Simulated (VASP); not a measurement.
# Zn4O in VASP: notebook

Runs on Zn4O. Level: PBE. Tasks: single point.

Everything below comes from runs of VASP 6.6.1. Logs are shortened: lines on timing, memory, paths and dates and some standing lists are left out, and cuts for length are marked.

## Step 1: The cell of the first run

It takes space group P3m1 (No. 156, trigonal). The conventional cell has a = 3.001 Å, b = 3.001 Å, c = 8.994 Å, α = 90.00°, β = 90.00°, γ = 120.00°. Zn (site symmetry 3m) has 1 O at 1.91 Å within 2.5 Å. Within 2.6 Å of Zn (site symmetry 3m) lie 3 O at 1.99 Å. Zn (site symmetry 3m) has 12 Zn at 2.67 to 3.00 Å and 3 O at 3.54 Å within 3.6 Å. Within 3.4 Å of Zn (site symmetry 3m) lie 12 Zn at 2.62 to 3.00 Å. O (site symmetry 3m) has 4 Zn at 1.91 to 1.99 Å within 2.5 Å.

## Step 2: Single point, PBE (14.03 Å³/atom)

Input file INCAR:

```
PREC     = Accurate       # precision mode
ENCUT    = 910            # plane-wave cutoff, eV
EDIFF    = 1E-6           # SCF threshold, eV
ISMEAR   = 0              # smearing method
SIGMA    = 0.1            # smearing width, eV
LREAL    = F              # projectors in reciprocal space
LASPH    = T              # aspherical terms in the spheres
NELM     = 120            # most SCF steps
ALGO     = Normal         # electronic algorithm
ISIF     = 2              # what is computed and relaxed
LWAVE    = F              # write WAVECAR
LCHARG   = F              # write CHGCAR
GGA      = PE             # functional
NBANDS   = 35             # bands
GGA_COMPAT= F
```

Input file KPOINTS:

```
regular mesh
0
Gamma
  12 12 4
```

Input file POSCAR:

```
Zn4O
1.0
    3.0008872045      0.0000000000      0.0000000000
   -1.5004436023      2.5988445530      0.0000000000
    0.0000000000      0.0000000000      8.9941704987
Zn O
4 1
Direct
    0.6666666667      0.3333333333      0.0192603610
    0.0000000000      0.0000000000      0.6980528344
    0.3333333333      0.6666666667      0.4634447466
    0.0000000000      0.0000000000      0.2370578611
    0.6666666667      0.3333333333      0.8067028569
```

Potentials or basis: VASP PAW PBE potentials, release 64 (Zn, O_h).

Command:

```
cat potpaw_PBE.64/Zn/POTCAR potpaw_PBE.64/O_h/POTCAR > POTCAR
mpirun -np 1 vasp_std > vasp.out
```

OUTCAR:

```text
PREC = Accurate
   ENCUT = 910
   EDIFF = 1E-6
   ISMEAR = 0
   LREAL = F
   LASPH = T
   NELM = 120
   ISIF = 2
   GGA = PE

 ion  position               nearest neighbor table
   1  0.667  0.333  0.019-   5 1.91   4 2.62   4 2.62   4 2.62
   2  0.000  0.000  0.698-   5 1.99   5 1.99   5 1.99   3 2.73   3 2.73   3 2.73
   3  0.333  0.667  0.463-   4 2.67   4 2.67   4 2.67   2 2.73   2 2.73   2 2.73
   4  0.000  0.000  0.237-   1 2.62   1 2.62   1 2.62   3 2.67   3 2.67   3 2.67
   5  0.667  0.333  0.807-   1 1.91   2 1.99   2 1.99   2 1.99

  LATTYP: Found a hexagonal cell.
 ALAT       =     3.0008872045
 C/A-ratio  =     2.9971704652

  Lattice vectors:

 A1 = (   3.0008872045,   0.0000000000,   0.0000000000)
 A2 = (  -1.5004436023,   2.5988445530,   0.0000000000)
 A3 = (   0.0000000000,   0.0000000000,   8.9941704987)

Analysis of symmetry for initial positions (statically):
=====================================================================
 Subroutine PRICEL returns:
 Original cell was already a primitive cell.

 Routine SETGRP: Setting up the symmetry group for a
 hexagonal supercell.

 Subroutine GETGRP returns: Found  6 space group operations
 (whereof  6 operations were pure point group operations)
 out of a pool of 24 trial point group operations.

The static configuration has the point symmetry C_3v.

Analysis of symmetry for dynamics (positions and initial velocities):
=====================================================================
 Subroutine PRICEL returns:
 Original cell was already a primitive cell.

 Routine SETGRP: Setting up the symmetry group for a
 hexagonal supercell.

 Subroutine GETGRP returns: Found  6 space group operations
 (whereof  6 operations were pure point group operations)
 out of a pool of 24 trial point group operations.

The dynamic configuration has the point symmetry C_3v.

 Subroutine INISYM returns: Found  6 space group operations
 (whereof  6 operations are pure point group operations),
 and found     1 'primitive' translations

----------------------------------------------------------------------------------------

                                     Primitive cell

  volume of cell :      70.1441

  direct lattice vectors                    reciprocal lattice vectors
     3.000887205  0.000000000  0.000000000     0.333234784  0.192393192  0.000000000
    -1.500443602  2.598844553  0.000000000     0.000000000  0.384786385  0.000000000
     0.000000000  0.000000000  8.994170499     0.000000000  0.000000000  0.111183127

  length of vectors
     3.000887205  3.000887205  8.994170499     0.384786385  0.384786385  0.111183127

  position of ions in fractional coordinates (direct lattice)
     0.666666667  0.333333333  0.019260361
     0.000000000  0.000000000  0.698052834
     0.333333333  0.666666667  0.463444747
     0.000000000  0.000000000  0.237057861
     0.666666667  0.333333333  0.806702857

  ion indices of the primitive-cell ions
   primitive index   ion index
                 1           1
                 2           2
                 3           3
                 4           4
                 5           5

----------------------------------------------------------------------------------------

 KPOINTS: regular mesh

Automatic generation of k-mesh.
 Grid dimensions read from file:
 generate k-points for:   12   12    4

 Generating k-lattice:

  Cartesian coordinates                     Fractional coordinates (reciprocal lattice)
     0.027769565  0.016032766  0.000000000     0.083333333  0.000000000  0.000000000
     0.000000000  0.032065532  0.000000000     0.000000000  0.083333333  0.000000000
     0.000000000  0.000000000  0.027795782     0.000000000  0.000000000  0.250000000

  Length of vectors
     0.032065532  0.032065532  0.027795782

  Shift w.r.t. Gamma in fractional coordinates (k-lattice)
     0.000000000  0.000000000  0.000000000

 Subroutine IBZKPT returns following result:
 ===========================================

 Found     69 irreducible k-points:

 Following reciprocal coordinates:
            Coordinates               Weight
  0.000000  0.000000  0.000000      1.000000
  0.083333  0.000000  0.000000      6.000000
  0.166667  0.000000  0.000000      6.000000
  0.250000  0.000000  0.000000      6.000000
  0.333333 -0.000000  0.000000      6.000000
  0.416667 -0.000000  0.000000      6.000000
[... 16 lines left out ...]
  0.166667  0.000000  0.250000      6.000000
  0.000000  0.166667  0.250000      6.000000
 [... further k-points ...]
   k-points           NKPTS =     69   k-points in BZ     NKDIM =     69   number of bands    NBANDS=     35
   number of dos      NEDOS =    301   number of ions     NIONS =      5
   total plane-waves  NPLWV =  81000
   dimension x,y,z NGX =    30 NGY =   30 NGZ =   90
   dimension x,y,z NGXF=    60 NGYF=   60 NGZF=  180
   ions per type =               4   1
   NGX,Y,Z   is equivalent  to a cutoff of  16.62, 16.62, 16.64 a.u.
   NGXF,Y,Z  is equivalent  to a cutoff of  33.24, 33.24, 33.27 a.u.
 SYSTEM =  unknown system
   PREC   = accura    normal or accurate (medium, high low for compatibility)
   ISTART =      0    job   : 0-new  1-cont  2-samecut
   ICHARG =      2    charge: 1-file 2-atom 10-const
   ISPIN  =      1    spin polarized calculation?
   LNONCOLLINEAR =      F non collinear calculations
   LSORBIT =      F    spin-orbit coupling
   LASPH  =      T    aspherical Exc in radial PAW
   ENCUT  =  910.0 eV  66.88 Ry    8.18 a.u.   7.38  7.38 22.12*2*pi/ulx,y,z
   NELM   =    120;   NELMIN=  2; NELMDL= -5     # of ELM steps
   EDIFF  = 0.1E-05   stopping-criterion for ELM
   LREAL  =      F    real-space projection
   EDIFFG = 0.1E-04   stopping-criterion for IOM
   NSW    =      0    number of steps for IOM
   IBRION =     -1    ionic relax: 0-MD 1-quasi-New 2-CG
   NFREE  =      0    steps in history (QN), initial steepest desc. (CG)
   ISIF   =      2    stress and relaxation
   ISYM   =      2    0-nonsym 1-usesym 2-fastsym
   POTIM  = 0.5000    time-step for ionic-motion
   TEBEG  =    0.0;   TEEND  =   0.0 temperature during run
   PSTRESS=    0.0 pullay stress
   NELECT =      54.0000    total number of electrons
   NUPDOWN=      -1.0000    fix difference up-down
   EMIN   =  10.00;   EMAX   =-10.00  energy-range for DOS
   EFERMI =   0.00;   METHOD = LEGACY
   ISMEAR =     0;   SIGMA  =   0.10  broadening in eV -4-tet -1-fermi 0-gaus
   EFERMI_NEDOS =   21; number of points for ismear=-14 and -15
   IALGO  =     38    algorithm
   IMIX   =      4    mixing-type and parameters
     AMIX     =   0.40;   BMIX     =  1.00
     AMIX_MAG =   1.60;   BMIX_MAG =  1.00
  volume/ion in A,a.u.               =      14.03        94.67
  Fermi-wavevector in a.u.,A,eV,Ry     =   1.500407  2.835358 30.629720  2.251221
  Thomas-Fermi vector in A             =   2.611911
   LORBIT       =      0    0 simple, 1 ext, 2 COOP (PROOUT), +10 PAW based schemes
   GGA     = PE    functional components
   LHFCALC =     F    Hartree Fock is set to
   AEXX    =    0.0000 exact exchange contribution
   IVDW    =     0    specifies the selected vdW correction
   LEPSILON=     F    determine dielectric tensor
   LRPA    =     F    only Hartree local field effects (RPA)
 non-spin polarized calculation
 Gauss-broadening in eV      SIGMA  =   0.10
  energy-cutoff  :      910.00
  volume of cell :       70.14
 maximum number of plane-waves:      4419
 NGX is ok and might be reduce to    30
   NGX = 15   NGY = 15   NGZ = 45

 number of electron      53.9999994 magnetization

 Free energy of the ion-electron system (eV)
  ---------------------------------------------------
  ext. energy  EPLUGINS =         0.00000000
  ---------------------------------------------------
  free energy    TOTEN  =       -11.53145039 eV

  energy without entropy =      -11.52637233  energy(sigma->0) =      -11.52891136

 E-fermi :   2.9254     XC(G=0): -11.3249

 val. band max:        2.9070305382   @ k =   0.4167   0.1667   0.5000
 cond. band min:       2.9337191006   @ k =   0.2500   0.1667   0.5000
 fundamental gap:      0.0266885624
 Fermi energy:         2.9253759332

 k-point     1 :       0.0000    0.0000    0.0000
  band No.  band energies     occupation
      1     -16.3917      2.00000
      2      -6.4871      2.00000
      3      -5.8452      2.00000
      4      -5.1090      2.00000
      5      -4.9495      2.00000
      6      -4.7664      2.00000
[... 27 lines left out ...]
     34      15.6751      0.00000
     35      15.6751      0.00000

 k-point     2 :       0.0833    0.0000    0.0000
  band No.  band energies     occupation
      1     -16.3476      2.00000
      2      -6.3431      2.00000
      3      -5.7516      2.00000
      4      -5.0737      2.00000
      5      -4.9004      2.00000
      6      -4.7694      2.00000
[... 27 lines left out ...]
     34      14.5339      0.00000
     35      15.1608      0.00000

 k-point     3 :       0.1667    0.0000    0.0000
  band No.  band energies     occupation
      1     -16.2249      2.00000
      2      -5.9394      2.00000
      3      -5.5249      2.00000
      4      -5.0030      2.00000
      5      -4.8180      2.00000
      6      -4.7664      2.00000
[... 27 lines left out ...]
     34      13.6497      0.00000
     35      14.0018      0.00000
[... 723 lines left out ...]
 k-point    23 :       0.1667    0.0000    0.2500
  band No.  band energies     occupation
      1     -16.2249      2.00000
      2      -6.0956      2.00000
      3      -5.2953      2.00000
      4      -4.9992      2.00000
      5      -4.8281      2.00000
      6      -4.7544      2.00000
[... 27 lines left out ...]
     34      13.8764      0.00000
     35      14.1486      0.00000

 k-point    24 :       0.0000    0.1667    0.2500
  band No.  band energies     occupation
      1     -16.2249      2.00000
      2      -6.0955      2.00000
      3      -5.2907      2.00000
      4      -4.9834      2.00000
      5      -4.8520      2.00000
      6      -4.7510      2.00000
[... 27 lines left out ...]
     34      13.6462      0.00000
     35      14.0519      0.00000

 [... further k-points ...]

------------------------ aborting loop because EDIFF is reached ----------------------------------------

  FORCE on cell =-STRESS in cart. coord.  units (eV):
  Direction    XX          YY          ZZ          XY          YZ          ZX
  --------------------------------------------------------------------------------------
  -------------------------------------------------------------------------------------
  Total        1.1274318      1.1274318      1.2359022     -0.0000000     -0.0000000      0.0000000
  in kB       25.7519297     25.7519297     28.2295268     -0.0000000     -0.0000000      0.0000000
  external PRESSURE =      26.5777954 kB  Pullay stress =       0.0000000 kB

 VOLUME and BASIS-vectors are now :
 -----------------------------------------------------------------------------
  energy-cutoff  :      910.00
  volume of cell :       70.14
      direct lattice vectors                 reciprocal lattice vectors
     3.000887205  0.000000000  0.000000000     0.333234784  0.192393192  0.000000000
    -1.500443602  2.598844553  0.000000000     0.000000000  0.384786385  0.000000000
     0.000000000  0.000000000  8.994170499     0.000000000  0.000000000  0.111183127

 POSITION                                       TOTAL-FORCE (eV/Angst)
 -----------------------------------------------------------------------------------
      1.50044      0.86628      0.17323         0.000000     -0.000000      0.058248
      0.00000      0.00000      6.27841         0.000000     -0.000000     -0.069620
     -0.00000      1.73256      4.16830         0.000000     -0.000000      0.005207
      0.00000      0.00000      2.13214         0.000000     -0.000000      0.003559
      1.50044      0.86628      7.25562        -0.000000      0.000000      0.002606
 -----------------------------------------------------------------------------------
    total drift:                               -0.000000     -0.000000     -0.000795

  FREE ENERGIE OF THE ION-ELECTRON SYSTEM (eV)
  ---------------------------------------------------
  free  energy   TOTEN  =       -11.5314503936 eV

  energy  without entropy=      -11.5263723270  energy(sigma->0) =      -11.52891136
```

Wall time 11 min (1 thread of Intel Xeon Platinum 8259CL at 2.50GHz (Skylake/Cascade Lake), shared host); peak memory 0.48 GiB.

What came out:

- Free energy: -11.5315 eV
- Pressure: 2.7 GPa
- Largest force: 0.070 eV/Å
- Band gap on the k mesh: zero (bands 27 and 28 overlap by 1.06 eV)

Forces on the atoms (eV/Å):
```
Zn   0.000  0.000  0.058
Zn   0.000  0.000 -0.070
Zn   0.000  0.000  0.005
Zn   0.000  0.000  0.004
O    0.000  0.000  0.003
```

Caveat: the cutoff is under 1.25 times the usual one of these potentials, so pressure, stress and relaxed cells hold a basis-set (Pulay) error.

(Continued in part 2 of 2.)
